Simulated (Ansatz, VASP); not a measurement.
## SiO in VASP and in Ansatz

File INCAR:

```
SYSTEM = SiO
PREC = Accurate
ENCUT = 520
EDIFF = 1E-7
ISMEAR = -1
SIGMA = 0.05
LREAL = .False.
LASPH = .True.
NELM = 100
ALGO = Normal
ISIF = 2
LWAVE = .False.
LCHARG = .False.
GGA = PE
NBANDS = 12
```

File KPOINTS:

```
regular mesh
0
Gamma
  8 8 8
  0 0 0
```

Contents of POSCAR:

```
SiO
1.0
    2.8069700000      0.0000000000      0.0000000000
    0.0000000000      2.8069700000      0.0000000000
    0.0000000000      0.0000000000      2.8631094000
Si O
1 1
Direct
    0.0000000000      0.0000000000      0.0000000000
    0.5000000000      0.5000000000      0.5000000000
```

Contents of input.yaml:

```yaml
crystal:
  lattice:
    - [2.80697, 0.0, 0.0]
    - [0.0, 2.80697, 0.0]
    - [0.0, 0.0, 2.8631094]
  atoms:
    - { symbol: Si, position: [0.0, 0.0, 0.0] }
    - { symbol: O, position: [0.5, 0.5, 0.5] }
hamiltonian:
  xc: pbe
  pseudopotentials: { kind: paw }
kpoints:
  mp_grid: { grid: [8, 8, 8] }
  band_path:
    path:
      - [[0.0, 0.0, 0.0], [0.0, 0.5, 0.0], [0.5, 0.5, 0.0], [0.0, 0.0, 0.0], [0.0, 0.0, 0.5], [0.0, 0.5, 0.5], [0.5, 0.5, 0.5], [0.0, 0.0, 0.5]]
      - [[0.0, 0.5, 0.0], [0.0, 0.5, 0.5]]
      - [[0.5, 0.5, 0.0], [0.5, 0.5, 0.5]]
    npoints: 14
scf:
  occupations: { method: fermi_dirac, width: 0.05 }
  n_extra_bands: 6
output:
  forces: true
  stress: true
  eigenvalues: true
  fatbands: false
```

Alike in both runs: functional PBE; k mesh 8 × 8 × 8; occupations fermi-dirac, width 0.05 eV; no spin polarisation.

```csv
,VASP,Ansatz
version,VASP 6.6.1,Ansatz 0.2.0
potentials or method,"VASP PAW PBE potentials, release 64 (Si, O)",Ansatz PAW
plane-wave cutoff (eV),520,420
valence electrons in the cell,10,10
task,single point,band structure
```

Ansatz gave:

```
gap on the k mesh at the Fermi level (eV)                     : none
pressure (GPa)                                                : -3.0
traceless stress, the component that is largest in VASP (GPa) : -0.99
```

Task: Which values does VASP return?

Result: gap on the k mesh at the Fermi level (eV): none; pressure (GPa): -3.1; traceless stress, the component that is largest in VASP (GPa): -0.98.

A gap of «none» marks a metal or a gap that the smearing closes.
